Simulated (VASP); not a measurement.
A run of VASP 6.6.1 is set up as follows.

The input INCAR:

```
SYSTEM = SrCl2
  PREC = Accurate
  ENCUT = 600
  EDIFF = 1E-6
  ISMEAR = 0
  SIGMA = 0.01
  LREAL = .FALSE.
  LASPH = .TRUE.
  NELM = 80
  ALGO = Normal
  ISIF = 3
  LWAVE = .FALSE.
  LCHARG = .FALSE.
  GGA = PE
  IBRION = 2
  NSW = 80
  EDIFFG = -0.02
  PSTRESS = 100.0
```

KPOINTS

```
Automatic mesh
0
G
  6 6 6
  0 0 0
```

Contents of POSCAR:

```
SrCl2
1.0
    4.9332720000      0.0000000000      0.0000000000
    2.4666360000      4.2723388758      0.0000000000
    2.4666360000      1.4241129586      4.0279997208
Sr Cl
1 2
Direct
    0.0000000000      0.0000000000      0.0000000000
    0.2500000000      0.2500000000      0.2500000000
    0.7500000000      0.7500000000      0.7500000000
```

Potentials or basis: VASP PAW PBE potentials, release 64 (Sr_sv, Cl).

Launch:

```sh
$ cat potpaw_PBE.64/Sr_sv/POTCAR potpaw_PBE.64/Cl/POTCAR > POTCAR
$ mpirun -np 1 vasp_std > vasp.out
```

Estimate the relaxed volume.

24.08 Å³/atom.

What does it give for the relaxed cell?

a = 4.675 Å, b = 4.675 Å, c = 4.675 Å, α = 60.00°, β = 60.00°, γ = 60.00°.

Estimate the band gap on the k mesh.

5.37 eV.

The path:
| step | energy change (eV) | largest force (eV/Å) | pressure (GPa) | volume (Å³) |
| --- | --- | --- | --- | --- |
| 1 | 0.0000 | 0.0000 | 1.11 | 84.90 |
| 2 | 0.8135 | 0.0000 | 16.39 | 67.03 |
| 3 | 0.3910 | 0.0000 | 9.98 | 72.25 |

Caveat: the cell is relaxed towards a set pressure, so the run minimises the enthalpy, not the energy. A k mesh can miss the band edges.
